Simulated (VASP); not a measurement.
YB3N4: single point with PBE

YB3N4:

```
B N Y
1.0
     4.80160   -1.35843    0.63533
     4.80160    1.35843    0.63533
    -1.58113    0.00000    5.08661
B N Y
3 4 1
Cartesian
  -0.7520 0.0000 0.7959
  1.0467 0.0000 5.1283
  3.6666 0.0000 4.9507
  7.5236 0.0000 1.5412
  -0.2276 0.0000 4.1637
  2.3637 0.0000 4.1873
  4.7451 0.0000 1.5194
  6.1247 0.0000 3.4611
```

| Item | Value |
| --- | --- |
| Program | VASP 6.6.1 |
| Task | single point |
| Functional | PBE |
| Potentials or basis | VASP PAW PBE potentials, release 64 (B, N, Y_sv) |
| Cutoff | 520 eV |
| k mesh | 10 × 10 × 6 |
| Occupations | fermi-dirac, width 0.02 eV |
| Spin | no spin polarisation |

| Property | Result |
| --- | --- |
| Pressure | 3.0 GPa |
| Largest force | 0.169 eV/Å |
| Band gap on the k mesh | 0.14 eV (least direct gap 0.18 eV) |

Forces on the atoms (eV/Å):
```
B    0.112  0.000  0.068
B   -0.025  0.000  0.007
B    0.087  0.000  0.070
N   -0.162  0.000 -0.050
N   -0.035  0.000 -0.019
N   -0.026  0.000 -0.033
N    0.094  0.000 -0.019
Y   -0.044  0.000 -0.023
```

Stress tensor (GPa, compression positive):
```
3.21 0.00 0.67
0.00 3.54 0.00
0.67 0.00 2.34
```

Levels at points of the mesh, in eV from the valence-band top:
| k point | band 16 | band 17 | band 18 | band 19 | band 20 | band 21 | band 22 | band 23 | band 24 | band 25 |
| --- | --- | --- | --- | --- | --- | --- | --- | --- | --- | --- |
| (0.00, 0.00, 0.00) | -2.78 | -2.70 | -2.22 | -1.10 | -0.17 | 0.45 | 2.74 | 4.70 | 5.18 | 6.08 |
| (0.50, 0.00, 0.00) | -4.22 | -3.67 | -2.83 | -2.22 | -1.69 | 1.73 | 2.99 | 4.00 | 4.12 | 5.70 |
| (0.50, 0.50, 0.00) | -3.32 | -3.00 | -2.52 | -1.28 | -0.02 | 0.19 | 3.60 | 4.47 | 4.98 | 5.90 |
| (0.00, 0.00, 0.50) | -2.84 | -2.80 | -1.98 | -1.46 | -0.03 | 0.14 | 3.12 | 4.92 | 5.70 | 6.06 |
| (0.50, 0.00, 0.50) | -4.20 | -3.72 | -2.59 | -2.47 | -1.59 | 1.22 | 2.05 | 3.42 | 4.99 | 6.68 |
| (0.50, 0.50, 0.50) | -2.96 | -2.94 | -2.69 | -2.16 | 0.00 | 0.57 | 3.72 | 4.22 | 4.91 | 5.79 |

Wall time 20 min on 1 thread of AMD EPYC 7571 (shared host), peak memory 0.46 GiB.

Caveat: the cell stands under pressure. A k mesh can miss the band edges.
